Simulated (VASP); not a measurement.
The system is TaN.

```
Ta N
1.0
     0.00000    2.31091    2.31091
     2.18784    0.12307    2.18784
     2.18784    2.18784    0.12307
Ta N
1 1
Direct
  0.50000 0.50000 0.50000
  0.00000 0.00000 0.00000
```

This cell differs from its parent crystal: strain +0.1125 x Voigt [0, 0, 0, 1, 0, 0].

Base run:

- Program: VASP 6.6.1
- Functional: PBEsol
- Potentials or basis: VASP PAW PBE potentials, release 64 (Ta_sv_GW, N)
- Cutoff: 600 eV
- k mesh: 24 × 24 × 24
- Occupations: gaussian, width 0.15 eV
- Spin: no spin polarisation

Its results: band gap on the k mesh zero (band 9 reaches 15.43 eV, above the bottom of band 10 at 11.31 eV); pressure 1.7 GPa.

Problem. The run is repeated on the same cell with these changes: potentials or basis from VASP PAW PBE potentials, release 64 (Ta_sv_GW, N) to VASP PAW PBE potentials, release 64 (Ta_pv, N); cutoff from 600 eV to 520 eV; further incar settings from ALGO = Normal; EDIFF = 1e-06; NBANDS = 16 to ALGO = Normal; EDIFF = 1e-06; NBANDS = 15; valence electrons from 18 to 16. What comes out?

Solution. Band gap on the k mesh zero (band 8 reaches 11.08 eV, above the bottom of band 9 at 6.96 eV); pressure 2.6 GPa.

Caveats: the PAW data sets were made with another functional, which shifts forces and pressure a little; spin-orbit coupling is left out, which moves the levels of the heavy elements.
